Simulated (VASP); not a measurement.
# GaAs (I-4m2) in VASP: dielectric tensor with r2SCAN

Aim: the dielectric tensor of GaAs with r2SCAN.

Everything below comes from runs of VASP 6.6.1. Logs are shortened: lines on timing, memory, paths and dates and some standing lists are left out, and cuts for length are marked.

### 1 The cell of the first run

The structure is tetragonal, space group I-4m2 (No. 119). The conventional cell has a = 3.846 Å, b = 3.846 Å, c = 5.856 Å, α = 90.00°, β = 90.00°, γ = 90.00°. Ga (site symmetry -4m2) has 4 As at 2.42 Å within 3.2 Å. As (site symmetry -4m2) has 4 Ga at 2.42 Å within 3.2 Å.

### 2 Dielectric tensor, r2SCAN (epitaxial xy strain -4.0%)

INCAR reads:

```
PREC = Accurate
ENCUT = 520
EDIFF = 1E-8
ISMEAR = 0
SIGMA = 0.01
LREAL = False
LASPH = True
NELM = 80
ALGO = Normal
ISIF = 2
LWAVE = False
LCHARG = False
METAGGA = R2SCAN
LMIXTAU = True
LCALCEPS = True
```

KPOINTS reads:

```
Automatic mesh
0
Gamma
  6 6 6
```

POSCAR reads:

```
GaAs
1.0
    0.0000000000      2.7197616916      2.9278579823
    2.7197616916      0.0000000000      2.9278579823
    2.7197616916      2.7197616916      0.0000000000
Ga As
1 1
Direct
    0.0000000000      0.0000000000      0.0000000000
    0.2500000000      0.2500000000      0.2500000000
```

Potentials or basis: VASP PAW PBE potentials, release 64 (Ga_d, As).

Run with:

```sh
> cat potpaw_PBE.64/Ga_d/POTCAR potpaw_PBE.64/As/POTCAR > POTCAR
> mpirun -np 1 vasp_std > vasp.out
```

OUTCAR:

```text
PREC = Accurate
   ENCUT = 520
   EDIFF = 1E-8
   ISMEAR = 0
   LREAL = False
   LASPH = True
   NELM = 80
   ISIF = 2
   METAGGA = R2SCAN

 ion  position               nearest neighbor table
   1  0.000  0.000  0.000-   2 2.42   2 2.42   2 2.42   2 2.42
   2  0.250  0.250  0.250-   1 2.42   1 2.42   1 2.42   1 2.42

  LATTYP: Found a body centered tetragonal cell.
 ALAT       =     3.8463238707
 C/A-ratio  =     1.5224188502

  Lattice vectors:

 A1 = (  -2.7197616916,   0.0000000000,   2.9278579823)
 A2 = (   2.7197616916,   0.0000000000,   2.9278579823)
 A3 = (   0.0000000000,   2.7197616916,  -2.9278579823)

Analysis of symmetry for initial positions (statically):
=====================================================================
 Subroutine PRICEL returns:
 Original cell was already a primitive cell.

 Routine SETGRP: Setting up the symmetry group for a
 body centered tetragonal supercell.

 Subroutine GETGRP returns: Found  8 space group operations
 (whereof  8 operations were pure point group operations)
 out of a pool of 16 trial point group operations.

The static configuration has the point symmetry D_2d.

Analysis of symmetry for dynamics (positions and initial velocities):
=====================================================================
 Subroutine PRICEL returns:
 Original cell was already a primitive cell.

 Routine SETGRP: Setting up the symmetry group for a
 body centered tetragonal supercell.

 Subroutine GETGRP returns: Found  8 space group operations
 (whereof  8 operations were pure point group operations)
 out of a pool of 16 trial point group operations.

The dynamic configuration has the point symmetry D_2d.

 Subroutine INISYM returns: Found  8 space group operations
 (whereof  8 operations are pure point group operations),
 and found     1 'primitive' translations

----------------------------------------------------------------------------------------

                                     Primitive cell

  volume of cell :      43.3153

  direct lattice vectors                    reciprocal lattice vectors
     0.000000000  2.719761692  2.927857982    -0.183839636  0.183839636  0.170773310
     2.719761692  0.000000000  2.927857982     0.183839636 -0.183839636  0.170773310
     2.719761692  2.719761692  0.000000000     0.183839636  0.183839636 -0.170773310

  length of vectors
[... 137 lines left out ...]
 Fermi energy:         4.3149177502

 k-point     1 :       0.0000    0.0000    0.0000
  band No.  band energies     occupation
      1     -11.2460      2.00000
      2     -11.2271      2.00000
      3     -11.2256      2.00000
      4     -11.1381      2.00000
      5     -11.1302      2.00000
      6      -9.4242      2.00000
      7       3.7496      2.00000
      8       4.2639      2.00000
      9       4.2641      2.00000
     10   10000.0000      0.00000
     11   10000.0000      0.00000
     12   10000.0000      0.00000
     13   10000.0000      0.00000
[... 354 lines left out ...]
  band No.  band energies     occupation
      1     -11.3602      2.00000
      2     -11.1878      2.00000
      3     -11.1811      2.00000
      4     -11.1626      2.00000
      5     -11.1155      2.00000
      6      -6.8181      2.00000
      7      -2.5154      2.00000
      8       0.4961      2.00000
      9       1.3364      2.00000
     10   10000.0000      0.00000
     11   10000.0000      0.00000
     12   10000.0000      0.00000
     13   10000.0000      0.00000

 [... further k-points ...]

------------------------ aborting loop because EDIFF is reached ----------------------------------------

            Ionic dipole moment: p[ion]=(     6.79940     6.79940     7.31964 ) |e| Angst

 Total electronic dipole moment: p[elc]=(     0.01706     0.01707     0.04234 ) |e| Angst

 MACROSCOPIC STATIC DIELECTRIC TENSOR (including local field effects)
 ------------------------------------------------------
          10.387563     0.000000     0.000000
          -0.000000    10.387563     0.000000
           0.000000     0.000000    11.044790
 ------------------------------------------------------

 PIEZOELECTRIC TENSOR (including local field effects) (e Angst)
          XX          YY          ZZ          XY          YZ          ZX
  --------------------------------------------------------------------------------
  x    -0.00000    -0.00000     0.00000     0.00000    -2.24355     0.00000
  y    -0.00000     0.00000     0.00000    -0.00000     0.00000    -2.24360
  z     0.00000     0.00000     0.00000    -1.91460     0.00000     0.00000

 PIEZOELECTRIC TENSOR (including local field effects) (C/m^2)
          XX          YY          ZZ          XY          YZ          ZX
  --------------------------------------------------------------------------------
  x    -0.00000    -0.00000     0.00000     0.00000    -0.82986     0.00000
  y    -0.00000     0.00000     0.00000    -0.00000     0.00000    -0.82988
  z     0.00000     0.00000     0.00000    -0.70819     0.00000     0.00000

 BORN EFFECTIVE CHARGES (including local field effects) (in |e|, cummulative output)
 ---------------------------------------------------------------------------------
 ion    1
    1     1.95520     0.00000     0.00000
    2     0.00000     1.95520     0.00000
    3     0.00000     0.00000     2.31892
 ion    2
    1    -1.95520     0.00000     0.00000
    2     0.00000    -1.95520     0.00000
    3     0.00000     0.00000    -2.31892

  FORCE on cell =-STRESS in cart. coord.  units (eV):
  Direction    XX          YY          ZZ          XY          YZ          ZX
  --------------------------------------------------------------------------------------
  -------------------------------------------------------------------------------------
  Total        1.6066809      1.6066809      0.0353939      0.0000000     -0.0000000      0.0000000
  in kB       59.4290127     59.4290127      1.3091725      0.0000000     -0.0000000      0.0000000
  external PRESSURE =      40.0557327 kB  Pullay stress =       0.0000000 kB

 VOLUME and BASIS-vectors are now :
 -----------------------------------------------------------------------------
  energy-cutoff  :      520.00
  volume of cell :       43.32
      direct lattice vectors                 reciprocal lattice vectors
     0.000000000  2.719761692  2.927857982    -0.183839636  0.183839636  0.170773310
     2.719761692  0.000000000  2.927857982     0.183839636 -0.183839636  0.170773310
     2.719761692  2.719761692  0.000000000     0.183839636  0.183839636 -0.170773310

 POSITION                                       TOTAL-FORCE (eV/Angst)
 -----------------------------------------------------------------------------------
      0.00000      0.00000      0.00000         0.000000      0.000000      0.000000
      1.35988      1.35988      1.46393        -0.000000     -0.000000     -0.000000
 -----------------------------------------------------------------------------------
    total drift:                                0.000017      0.000017     -0.000028

  FREE ENERGIE OF THE ION-ELECTRON SYSTEM (eV)
  ---------------------------------------------------
  free  energy   TOTEN  =       -26.9723246899 eV

  energy  without entropy=      -26.9723246899  energy(sigma->0) =      -26.97232469
```

OSZICAR:

```text
N       E                     dE             d eps       ncg     rms          rms(c)
DAV:   1     0.679214745985E+02    0.67921E+02   -0.95974E+03   796   0.200E+03
DAV:   2    -0.218867478688E+02   -0.89808E+02   -0.86603E+02   845   0.365E+02
[... 13 lines left out ...]
DMP:  16    -0.269723246072E+02   -0.38325E-07   -0.30601E-07   884   0.322E-07   0.853E-07
DMP:  17    -0.269723246351E+02   -0.27886E-07   -0.22164E-07   884   0.231E-07   0.623E-07
DMP:  18    -0.269723246553E+02   -0.20202E-07   -0.16359E-07   884   0.169E-07   0.461E-07
DMP:  19    -0.269723246703E+02   -0.14953E-07   -0.12226E-07   884   0.126E-07   0.346E-07
DMP:  20    -0.269723246814E+02   -0.11155E-07   -0.91885E-08   884   0.941E-08   0.261E-07
DMP:  21    -0.269723246899E+02   -0.84683E-08   -0.69227E-08   884   0.705E-08   0.197E-07
   1 F= -.26972325E+02 E0= -.26972325E+02  d E =-.288190E-15
```

Run time: 42 min. Hardware: 1 thread of Intel Xeon 6975P-C (Granite Rapids), shared host; peak memory 0.39 GiB.

Results:

```yaml
Band_gap_on_the_k_mesh: 1.12 eV
Electronic_dielectric_tensor_diagonal: 10.39, 10.39, 11.04
Born_charges_mean_of_the_diagonal: Ga +2.08; As -2.08 e
```

Electronic dielectric tensor:
```
10.39  0.00  0.00
 0.00 10.39  0.00
 0.00  0.00 11.04
```

Born effective charge tensors (e):
atom 1, Ga
```
1.96 0.00 0.00
0.00 1.96 0.00
0.00 0.00 2.32
```
atom 2, As
```
-1.96  0.00  0.00
 0.00 -1.96  0.00
 0.00  0.00 -2.32
```

Dipole moments of the cell (e·Å, modulo the quantum): ionic 6.799, 6.799, 7.320; electronic 0.017, 0.017, 0.042

Caveat: the cell differs from its parent crystal (epitaxial xy strain -4.0%); the PAW data sets were made with another functional, which shifts forces and pressure a little. A k mesh can miss the band edges.
